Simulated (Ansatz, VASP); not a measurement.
## Sc: VASP beside Ansatz

```
Sc
1.0
     0.00000    2.29320    2.27050
     2.29320    0.00000    2.27050
     2.29320    2.29320    0.00000
Sc
1
Direct
  0.00000 0.00000 0.00000
```

Change from the starting cell: equal xx and yy strain of +1 %.

Alike in both runs: task single point; functional PBEsol; k mesh 12 × 12 × 12; occupations fermi-dirac, width 0.03 eV; no spin polarisation.

|  | VASP | Ansatz |
| --- | --- | --- |
| version | VASP 6.6.1 | Ansatz 0.2.0 |
| potentials or method | VASP PAW PBE potentials, release 64 (Sc_sv), cutoff 520 eV | all-electron LAPW, scalar-relativistic |

|  | VASP | Ansatz | Ansatz less VASP |
| --- | --- | --- | --- |
| pressure (GPa) | -0.6 | -0.6 | 0.00 |
| traceless stress, the component that is largest in VASP (GPa) | 0.22 | 0.22 | +0.001 |

VASP's potentials were made for PBE, not for PBEsol. Ansatz ran all-electron here, and VASP with PAW potentials.
